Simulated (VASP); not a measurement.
# CsHfSc (Cmmm) in VASP: single point with PBE

Aim: the single point of CsHfSc with PBE.

Program: VASP 6.6.1. These are calculated values, not measurements. Logs are shortened: lines on timing, memory, paths and dates and some standing lists are left out, and cuts for length are marked.

### Step 1. The cell of the first run

It takes space group Cmmm (No. 65, orthorhombic). The conventional cell has a = 5.983 Å, b = 6.018 Å, c = 5.895 Å, α = 90.00°, β = 90.00°, γ = 90.00°. Cs (site symmetry mmm) has 4 Hf at 2.99 to 3.01 Å within 3.9 Å. Hf (site symmetry mmm) has 2 Sc at 2.95 Å and 4 Cs at 2.99 to 3.01 Å within 3.9 Å. Sc (site symmetry mmm) has 2 Hf at 2.95 Å within 3.9 Å.

### Step 2. Single point, PBE

Input file INCAR:

```
SYSTEM = CsHfSc
  PREC = Accurate
  ENCUT = 520
  EDIFF = 1E-6
  ISMEAR = 0
  SIGMA = 0.1
  LREAL = .False.
  LASPH = .True.
  NELM = 100
  ALGO = Normal
  ISIF = 2
  LWAVE = .False.
  LCHARG = .False.
  GGA = PE
  NBANDS = 22
```

Input file KPOINTS:

```
Automatic mesh
0
Gamma
  4 4 4
  0 0 0
```

Input file POSCAR:

```
CsHfSc
1.0
    2.9916041600     -3.0088967100      0.0000000000
    2.9916041600      3.0088967100      0.0000000000
    0.0000000000      0.0000000000      5.8954329900
Cs Hf Sc
1 1 1
Direct
    0.0000000000      0.0000000000      0.0000000000
    0.5000000000      0.5000000000      0.0000000000
    0.5000000000      0.5000000000      0.5000000000
```

Potentials or basis: VASP PAW PBE potentials, release 64 (Cs_sv, Hf_pv, Sc_sv).

Run with:

```sh
$ cat potpaw_PBE.64/Cs_sv/POTCAR potpaw_PBE.64/Hf_pv/POTCAR potpaw_PBE.64/Sc_sv/POTCAR > POTCAR
$ mpirun -np 1 vasp_std > vasp.out
```

OUTCAR:

```text
SYSTEM = CsHfSc
   PREC = Accurate
   ENCUT = 520
   EDIFF = 1E-6
   ISMEAR = 0
   LREAL = .False.
   LASPH = .True.
   NELM = 100
   ISIF = 2
   GGA = PE

 ion  position               nearest neighbor table
   1  0.000  0.000  0.000-   2 2.99   2 2.99   2 3.01   2 3.01
   2  0.500  0.500  0.000-   3 2.95   3 2.95   1 2.99   1 2.99   1 3.01   1 3.01
   3  0.500  0.500  0.500-   2 2.95   2 2.95

  LATTYP: Found a base centered orthorhombic cell.
 ALAT       =     5.9832083200
 B/A-ratio  =     1.0057803603
 C/A-ratio  =     0.9853297219

  Lattice vectors:

 A1 = (   2.9916041600,  -3.0088967100,   0.0000000000)
 A2 = (   2.9916041600,   3.0088967100,   0.0000000000)
 A3 = (   0.0000000000,   0.0000000000,   5.8954329900)

Analysis of symmetry for initial positions (statically):
=====================================================================
 Subroutine PRICEL returns:
 Original cell was already a primitive cell.

 Routine SETGRP: Setting up the symmetry group for a
 base centered orthorhombic supercell.

 Subroutine GETGRP returns: Found  8 space group operations
 (whereof  8 operations were pure point group operations)
 out of a pool of  8 trial point group operations.

The static configuration has the point symmetry D_2h.

Analysis of symmetry for dynamics (positions and initial velocities):
=====================================================================
 Subroutine PRICEL returns:
 Original cell was already a primitive cell.

 Routine SETGRP: Setting up the symmetry group for a
 base centered orthorhombic supercell.

 Subroutine GETGRP returns: Found  8 space group operations
 (whereof  8 operations were pure point group operations)
 out of a pool of  8 trial point group operations.

The dynamic configuration has the point symmetry D_2h.

 Subroutine INISYM returns: Found  8 space group operations
 (whereof  8 operations are pure point group operations),
 and found     1 'primitive' translations

----------------------------------------------------------------------------------------

                                     Primitive cell

  volume of cell :     106.1346

  direct lattice vectors                    reciprocal lattice vectors
     2.991604160 -3.008896710  0.000000000     0.167134411 -0.166173866  0.000000000
     2.991604160  3.008896710  0.000000000     0.167134411  0.166173866  0.000000000
[... 80 lines left out ...]
   LASPH  =      T    aspherical Exc in radial PAW
   ENCUT  =  520.0 eV  38.22 Ry    6.18 a.u.   7.89  7.89 10.96*2*pi/ulx,y,z
   NELM   =    100;   NELMIN=  2; NELMDL= -5     # of ELM steps
   EDIFF  = 0.1E-05   stopping-criterion for ELM
   LREAL  =      F    real-space projection
   EDIFFG = 0.1E-04   stopping-criterion for IOM
   NSW    =      0    number of steps for IOM
   IBRION =     -1    ionic relax: 0-MD 1-quasi-New 2-CG
   NFREE  =      0    steps in history (QN), initial steepest desc. (CG)
   ISIF   =      2    stress and relaxation
   ISYM   =      2    0-nonsym 1-usesym 2-fastsym
   POTIM  = 0.5000    time-step for ionic-motion
   TEBEG  =    0.0;   TEEND  =   0.0 temperature during run
   PSTRESS=    0.0 pullay stress
   NELECT =      30.0000    total number of electrons
   NUPDOWN=      -1.0000    fix difference up-down
   EMIN   =  10.00;   EMAX   =-10.00  energy-range for DOS
   EFERMI =   0.00;   METHOD = LEGACY
   ISMEAR =     0;   SIGMA  =   0.10  broadening in eV -4-tet -1-fermi 0-gaus
   EFERMI_NEDOS =   21; number of points for ismear=-14 and -15
   IALGO  =     38    algorithm
   IMIX   =      4    mixing-type and parameters
     AMIX     =   0.40;   BMIX     =  1.00
     AMIX_MAG =   1.60;   BMIX_MAG =  1.00
  volume/ion in A,a.u.               =      35.38       238.74
  Fermi-wavevector in a.u.,A,eV,Ry     =   1.074392  2.030307 15.705460  1.154319
  Thomas-Fermi vector in A             =   2.210219
   LORBIT       =      0    0 simple, 1 ext, 2 COOP (PROOUT), +10 PAW based schemes
   GGA     = PE    functional components
   LHFCALC =     F    Hartree Fock is set to
   AEXX    =    0.0000 exact exchange contribution
   IVDW    =     0    specifies the selected vdW correction
   LEPSILON=     F    determine dielectric tensor
   LRPA    =     F    only Hartree local field effects (RPA)
 non-spin polarized calculation
 Gauss-broadening in eV      SIGMA  =   0.10
  energy-cutoff  :      520.00
  volume of cell :      106.13
 maximum number of plane-waves:      2884
   NGX = 15   NGY = 15   NGZ = 21

 number of electron      29.9999999 magnetization

 Free energy of the ion-electron system (eV)
  ---------------------------------------------------
  ext. energy  EPLUGINS =         0.00000000
  ---------------------------------------------------
  free energy    TOTEN  =       -11.04262191 eV

  energy without entropy =      -11.01194539  energy(sigma->0) =      -11.02728365

 E-fermi :   2.6530     XC(G=0):  -8.9203

 val. band max:        2.6479703125   @ k =   0.5000   0.5000   0.2500
 cond. band min:       2.6643077947   @ k =   0.2500   0.2500   0.2500
 fundamental gap:      0.0163374822
 Fermi energy:         2.6530079847

 k-point     1 :       0.0000    0.0000    0.0000
  band No.  band energies     occupation
      1     -47.6431      2.00000
      2     -28.6272      2.00000
      3     -28.6249      2.00000
      4     -28.3361      2.00000
      5     -26.3489      2.00000
      6     -26.3475      2.00000
[... 514 lines left out ...]
     21       4.5469      0.00000
     22       4.8446      0.00000

------------------------ aborting loop because EDIFF is reached ----------------------------------------

  FORCE on cell =-STRESS in cart. coord.  units (eV):
  Direction    XX          YY          ZZ          XY          YZ          ZX
  --------------------------------------------------------------------------------------
  -------------------------------------------------------------------------------------
  Total        2.9063349      2.6806117     -1.3945059      0.0000000      0.0000000      0.0000000
  in kB       43.8731809     40.4657301    -21.0510527      0.0000000      0.0000000      0.0000000
  external PRESSURE =      21.0959528 kB  Pullay stress =       0.0000000 kB

 VOLUME and BASIS-vectors are now :
 -----------------------------------------------------------------------------
  energy-cutoff  :      520.00
  volume of cell :      106.13
      direct lattice vectors                 reciprocal lattice vectors
     2.991604160 -3.008896710  0.000000000     0.167134411 -0.166173866  0.000000000
     2.991604160  3.008896710  0.000000000     0.167134411  0.166173866  0.000000000
     0.000000000  0.000000000  5.895432990     0.000000000  0.000000000  0.169622825

 POSITION                                       TOTAL-FORCE (eV/Angst)
 -----------------------------------------------------------------------------------
      0.00000      0.00000      0.00000        -0.000000      0.000000      0.000000
      2.99160      0.00000      0.00000         0.000000     -0.000000      0.000000
      2.99160      0.00000      2.94772        -0.000000      0.000000      0.000000
 -----------------------------------------------------------------------------------
    total drift:                               -0.000000     -0.000000     -0.000000

  FREE ENERGIE OF THE ION-ELECTRON SYSTEM (eV)
  ---------------------------------------------------
  free  energy   TOTEN  =       -11.0426219104 eV

  energy  without entropy=      -11.0119453851  energy(sigma->0) =      -11.02728365
```

OSZICAR:

```text
N       E                     dE             d eps       ncg     rms          rms(c)
DAV:   1     0.282441833790E+03    0.28244E+03   -0.14663E+04   924   0.125E+03
DAV:   2     0.108782343338E+02   -0.27156E+03   -0.26483E+03  1004   0.385E+02
DAV:   3    -0.118215504832E+02   -0.22700E+02   -0.21172E+02  1386   0.966E+01
DAV:   4    -0.131571936553E+02   -0.13356E+01   -0.12485E+01  1272   0.208E+01
DAV:   5    -0.132140772978E+02   -0.56884E-01   -0.56448E-01  1358   0.439E+00    0.229E+01
DAV:   6    -0.118336433923E+02    0.13804E+01   -0.10419E+01  1446   0.174E+01    0.984E+00
DAV:   7    -0.116566512324E+02    0.17699E+00   -0.10111E+01  1460   0.205E+01    0.945E+00
DAV:   8    -0.110412521071E+02    0.61540E+00   -0.19023E+00  1460   0.869E+00    0.972E-01
DAV:   9    -0.110435249418E+02   -0.22728E-02   -0.44805E-02  1256   0.120E+00    0.604E-01
DAV:  10    -0.110429286137E+02    0.59633E-03   -0.83551E-03  1622   0.584E-01    0.162E-01
DAV:  11    -0.110426065924E+02    0.32202E-03   -0.11033E-03  1424   0.162E-01    0.524E-02
DAV:  12    -0.110426124704E+02   -0.58781E-05   -0.99353E-05  1532   0.576E-02    0.269E-02
DAV:  13    -0.110426228302E+02   -0.10360E-04   -0.15033E-05  1388   0.260E-02    0.961E-03
DAV:  14    -0.110426219104E+02    0.91974E-06   -0.48716E-06  1134   0.124E-02
   1 F= -.11042622E+02 E0= -.11027284E+02  d E =-.306765E-01
```

stdout:

```text
POSCAR found type information on POSCAR CsHfSc
 POSCAR found :  3 types and       3 ions
 scaLAPACK will be used
 LDA part: xc-table for (Slater+PW92), standard interpolation
 POSCAR, INCAR and KPOINTS ok, starting setup
 FFT: planning ... GRIDC
 FFT: planning ... GRID_SOFT
 FFT: planning ... GRID
 WAVECAR not read
 entering main loop
```

Run time: 74 s. Hardware: 1 thread of Intel Xeon 8259CL, shared host; peak memory 0.24 GiB.

What came out:

| Quantity | Value |
| --- | --- |
| Free energy | -11.0426 eV |
| Pressure | 2.1 GPa |
| Band gap on the k mesh | zero (band 15 reaches 3.19 eV, above the bottom of band 16 at 2.29 eV) |

Caveat: the k points lie up to 0.37 Å⁻¹ apart; spin-orbit coupling is left out, which moves the levels of the heavy elements.
